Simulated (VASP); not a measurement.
# Rh (Fm-3m) in VASP: single point with r2SCAN

Aim: the single point of Rh with r2SCAN.

All numbers are computed with VASP 6.6.1; they aren't measurements. Logs are shortened: lines on timing, memory, paths and dates and some standing lists are left out, and cuts for length are marked.

## 1. The cell of the first run

The structure is cubic, space group Fm-3m (No. 225). The conventional cell has a = 3.800 Å, b = 3.800 Å, c = 3.800 Å, α = 90.00°, β = 90.00°, γ = 90.00°. Rh (site symmetry m-3m) has 12 Rh at 2.69 Å within 3.5 Å.

## 2. Single point, r2SCAN

The input, POSCAR:

```
Rh
1.0
    0.0000000000      1.9000000000      1.9000000000
    1.9000000000      0.0000000000      1.9000000000
    1.9000000000      1.9000000000      0.0000000000
Rh
1
Direct
    0.0000000000      0.0000000000      0.0000000000
```

The input, INCAR.step1:

```
SYSTEM = Rh
PREC = Accurate
ENCUT = 520
ISMEAR = 0
SIGMA = 0.05
LREAL = .False.
LASPH = .True.
NELM = 100
NBANDS = 14
GGA = PE
ALGO = Normal
EDIFF = 1E-4
LWAVE = .True.
LCHARG = .False.
```

The input, INCAR.step2:

```
SYSTEM = Rh
PREC = Accurate
ENCUT = 520
EDIFF = 1E-6
ISMEAR = 0
SIGMA = 0.05
LREAL = .False.
LASPH = .True.
NELM = 100
ALGO = Normal
ISIF = 2
LWAVE = .False.
LCHARG = .False.
METAGGA = R2SCAN
LMIXTAU = .True.
NBANDS = 14
ISTART = 1
```

The input, KPOINTS:

```
Automatic mesh
0
Gamma
  16 16 16
  0 0 0
```

Potentials or basis: VASP PAW PBE potentials, release 64 (Rh_pv).

Command:

```console
cat potpaw_PBE.64/Rh_pv/POTCAR > POTCAR
cp INCAR.step1 INCAR
mpirun -np 1 vasp_std > vasp.out
cp INCAR.step2 INCAR
mpirun -np 1 vasp_std > vasp.out
```

OUTCAR:

```text
SYSTEM = Rh
   PREC = Accurate
   ENCUT = 520
   EDIFF = 1E-6
   ISMEAR = 0
   LREAL = .False.
   LASPH = .True.
   NELM = 100
   ISIF = 2
   METAGGA = R2SCAN
   ISTART = 1

 ion  position               nearest neighbor table
   1  0.000  0.000  0.000-

  LATTYP: Found a face centered cubic cell.
 ALAT       =     3.8000000000

  Lattice vectors:

 A1 = (   0.0000000000,   1.9000000000,   1.9000000000)
 A2 = (   1.9000000000,   0.0000000000,   1.9000000000)
 A3 = (   1.9000000000,   1.9000000000,   0.0000000000)

Analysis of symmetry for initial positions (statically):
=====================================================================
 Subroutine PRICEL returns:
 Original cell was already a primitive cell.

 Routine SETGRP: Setting up the symmetry group for a
 face centered cubic supercell.

 Subroutine GETGRP returns: Found 48 space group operations
 (whereof 48 operations were pure point group operations)
 out of a pool of 48 trial point group operations.

The static configuration has the point symmetry O_h .

Analysis of symmetry for dynamics (positions and initial velocities):
=====================================================================
 Subroutine PRICEL returns:
 Original cell was already a primitive cell.

 Routine SETGRP: Setting up the symmetry group for a
 face centered cubic supercell.

 Subroutine GETGRP returns: Found 48 space group operations
 (whereof 48 operations were pure point group operations)
 out of a pool of 48 trial point group operations.

The dynamic configuration has the point symmetry O_h .

 Subroutine INISYM returns: Found 48 space group operations
 (whereof 48 operations are pure point group operations),
 and found     1 'primitive' translations

----------------------------------------------------------------------------------------

                                     Primitive cell

  volume of cell :      13.7180

  direct lattice vectors                    reciprocal lattice vectors
     0.000000000  1.900000000  1.900000000    -0.263157895  0.263157895  0.263157895
     1.900000000  0.000000000  1.900000000     0.263157895 -0.263157895  0.263157895
     1.900000000  1.900000000  0.000000000     0.263157895  0.263157895 -0.263157895

  length of vectors
     2.687005769  2.687005769  2.687005769     0.455802844  0.455802844  0.455802844

  position of ions in fractional coordinates (direct lattice)
     0.000000000  0.000000000  0.000000000

  ion indices of the primitive-cell ions
   primitive index   ion index
                 1           1

----------------------------------------------------------------------------------------

 KPOINTS: Automatic mesh

Automatic generation of k-mesh.
 Grid dimensions read from file:
 generate k-points for:   16   16   16

 Generating k-lattice:

  Cartesian coordinates                     Fractional coordinates (reciprocal lattice)
    -0.016447368  0.016447368  0.016447368     0.062500000  0.000000000  0.000000000
     0.016447368 -0.016447368  0.016447368     0.000000000  0.062500000  0.000000000
     0.016447368  0.016447368 -0.016447368     0.000000000  0.000000000  0.062500000

  Length of vectors
     0.028487678  0.028487678  0.028487678

  Shift w.r.t. Gamma in fractional coordinates (k-lattice)
     0.000000000  0.000000000  0.000000000

 Subroutine IBZKPT returns following result:
 ===========================================

 Found    145 irreducible k-points:

 Following reciprocal coordinates:
            Coordinates               Weight
  0.000000  0.000000  0.000000      1.000000
  0.062500  0.000000  0.000000      8.000000
  0.125000  0.000000  0.000000      8.000000
  0.187500  0.000000  0.000000      8.000000
  0.250000  0.000000  0.000000      8.000000
  0.312500  0.000000  0.000000      8.000000
[... 16 lines left out ...]
 -0.125000  0.062500  0.000000     24.000000
 -0.062500  0.062500  0.000000     12.000000
 [... further k-points ...]
   k-points           NKPTS =    145   k-points in BZ     NKDIM =    145   number of bands    NBANDS=     14
   number of dos      NEDOS =    301   number of ions     NIONS =      1
   total plane-waves  NPLWV =   8000
   dimension x,y,z NGX =    20 NGY =   20 NGZ =   20
   dimension x,y,z NGXF=    40 NGYF=   40 NGZF=   40
   ions per type =               1
   NGX,Y,Z   is equivalent  to a cutoff of  12.37, 12.37, 12.37 a.u.
   NGXF,Y,Z  is equivalent  to a cutoff of  24.75, 24.75, 24.75 a.u.
 SYSTEM =  Rh
   PREC   = accura    normal or accurate (medium, high low for compatibility)
   ISTART =      1    job   : 0-new  1-cont  2-samecut
   ICHARG =      0    charge: 1-file 2-atom 10-const
   ISPIN  =      1    spin polarized calculation?
   LNONCOLLINEAR =      F non collinear calculations
   LSORBIT =      F    spin-orbit coupling
   LASPH  =      T    aspherical Exc in radial PAW
   ENCUT  =  520.0 eV  38.22 Ry    6.18 a.u.   5.00  5.00  5.00*2*pi/ulx,y,z
   NELM   =    100;   NELMIN=  2; NELMDL=  0     # of ELM steps
   EDIFF  = 0.1E-05   stopping-criterion for ELM
   LREAL  =      F    real-space projection
[... 7 lines left out ...]
   TEBEG  =    0.0;   TEEND  =   0.0 temperature during run
   PSTRESS=    0.0 pullay stress
   NELECT =      15.0000    total number of electrons
   NUPDOWN=      -1.0000    fix difference up-down
   EMIN   =  10.00;   EMAX   =-10.00  energy-range for DOS
   EFERMI =   0.00;   METHOD = LEGACY
   ISMEAR =     0;   SIGMA  =   0.05  broadening in eV -4-tet -1-fermi 0-gaus
   EFERMI_NEDOS =   21; number of points for ismear=-14 and -15
   IALGO  =     38    algorithm
   IMIX   =      4    mixing-type and parameters
     AMIX     =   0.40;   BMIX     =  1.00
     AMIX_MAG =   1.60;   BMIX_MAG =  1.00
  volume/ion in A,a.u.               =      13.72        92.57
  Fermi-wavevector in a.u.,A,eV,Ry     =   1.686585  3.187184 38.702725  2.844570
  Thomas-Fermi vector in A             =   2.769224
   LORBIT       =      0    0 simple, 1 ext, 2 COOP (PROOUT), +10 PAW based schemes
   METAGGA = R2SCAN    functional components
   LHFCALC =     F    Hartree Fock is set to
   AEXX    =    0.0000 exact exchange contribution
   IVDW    =     0    specifies the selected vdW correction
   LEPSILON=     F    determine dielectric tensor
   LRPA    =     F    only Hartree local field effects (RPA)
 non-spin polarized calculation
 Gauss-broadening in eV      SIGMA  =   0.05
  energy-cutoff  :      520.00
  volume of cell :       13.72
 maximum number of plane-waves:       381
   NGX =  9   NGY =  9   NGZ =  9

 number of electron      15.0000007 magnetization

 Free energy of the ion-electron system (eV)
  ---------------------------------------------------
  ext. energy  EPLUGINS =         0.00000000
  ---------------------------------------------------
  free energy    TOTEN  =       -24.13733024 eV

  energy without entropy =      -24.13509446  energy(sigma->0) =      -24.13621235

 E-fermi :  11.7487     XC(G=0): -15.2208

 val. band max:       11.7322356251   @ k =   0.5000   0.3125   0.1250
 cond. band min:      11.7542467997   @ k =   0.4375   0.1250   0.0625
 fundamental gap:      0.0220111746
 Fermi energy:        11.7486581631

 k-point     1 :       0.0000    0.0000    0.0000
  band No.  band energies     occupation
      1     -36.0136      2.00000
      2     -36.0136      2.00000
      3     -36.0136      2.00000
      4       3.5786      2.00000
      5       8.5937      2.00000
      6       8.5937      2.00000
      7       8.5937      2.00000
      8      10.7017      2.00000
      9      10.7017      2.00000
     10      28.4895      0.00000
     11      29.1648      0.00000
     12      34.2542      0.00000
     13      34.2542      0.00000
     14      34.2542      0.00000

 k-point     2 :       0.0625    0.0000    0.0000
  band No.  band energies     occupation
      1     -36.0449      2.00000
      2     -36.0178      2.00000
      3     -36.0178      2.00000
      4       3.7437      2.00000
      5       8.5207      2.00000
      6       8.6578      2.00000
      7       8.6578      2.00000
      8      10.6664      2.00000
      9      10.6664      2.00000
     10      28.7254      0.00000
     11      29.1645      0.00000
     12      33.3710      0.00000
     13      34.4919      0.00000
     14      34.4919      0.00000

 k-point     3 :       0.1250    0.0000    0.0000
  band No.  band energies     occupation
      1     -36.1335      2.00000
      2     -36.0298      2.00000
      3     -36.0298      2.00000
      4       4.2096      2.00000
      5       8.3497      2.00000
      6       8.8168      2.00000
      7       8.8168      2.00000
      8      10.6009      2.00000
      9      10.6009      2.00000
     10      29.1638      0.00000
     11      29.3301      0.00000
     12      31.6167      0.00000
     13      35.1752      0.00000
     14      35.1752      0.00000
[... 324 lines left out ...]
 k-point    23 :      -0.1250    0.0625    0.0000
  band No.  band energies     occupation
      1     -36.1861      2.00000
      2     -36.0595      2.00000
      3     -36.0294      2.00000
      4       4.5518      2.00000
      5       8.1835      2.00000
      6       8.9324      2.00000
      7       8.9623      2.00000
      8      10.3467      2.00000
      9      10.8168      2.00000
     10      29.1638      0.00000
     11      29.7243      0.00000
     12      30.9642      0.00000
     13      34.5954      0.00000
     14      36.1830      0.00000

 k-point    24 :      -0.0625    0.0625    0.0000
  band No.  band energies     occupation
      1     -36.0888      2.00000
      2     -36.0363      2.00000
      3     -36.0194      2.00000
      4       4.0106      2.00000
      5       8.3838      2.00000
      6       8.7459      2.00000
      7       8.7957      2.00000
      8      10.5086      2.00000
      9      10.7293      2.00000
     10      29.0917      0.00000
     11      29.1643      0.00000
     12      32.5167      0.00000
     13      34.3049      0.00000
     14      35.1398      0.00000

 [... further k-points ...]
[... 5 lines left out ...]
  --------------------------------------------------------------------------------------
  -------------------------------------------------------------------------------------
  Total        0.1038027      0.1038027      0.1038027      0.0000000      0.0000000      0.0000000
  in kB       12.1235141     12.1235141     12.1235141      0.0000000      0.0000000      0.0000000
  external PRESSURE =      12.1235141 kB  Pullay stress =       0.0000000 kB

 VOLUME and BASIS-vectors are now :
 -----------------------------------------------------------------------------
  energy-cutoff  :      520.00
  volume of cell :       13.72
      direct lattice vectors                 reciprocal lattice vectors
     0.000000000  1.900000000  1.900000000    -0.263157895  0.263157895  0.263157895
     1.900000000  0.000000000  1.900000000     0.263157895 -0.263157895  0.263157895
     1.900000000  1.900000000  0.000000000     0.263157895  0.263157895 -0.263157895

 POSITION                                       TOTAL-FORCE (eV/Angst)
 -----------------------------------------------------------------------------------
      0.00000      0.00000      0.00000        -0.000000      0.000000     -0.000000
 -----------------------------------------------------------------------------------
    total drift:                                0.000000     -0.000000      0.000000

  FREE ENERGIE OF THE ION-ELECTRON SYSTEM (eV)
  ---------------------------------------------------
  free  energy   TOTEN  =       -24.1373302439 eV

  energy  without entropy=      -24.1350944588  energy(sigma->0) =      -24.13621235
```

Run time: 47 s. Hardware: 1 thread of Intel Xeon Platinum 8488C (Sapphire Rapids), shared host; peak memory 0.14 GiB.

What came out:

| Property | Result |
| --- | --- |
| Free energy | -24.1373 eV |
| Pressure | 1.2 GPa |

Caveat: the PAW data sets were made with another functional, which shifts forces and pressure a little.
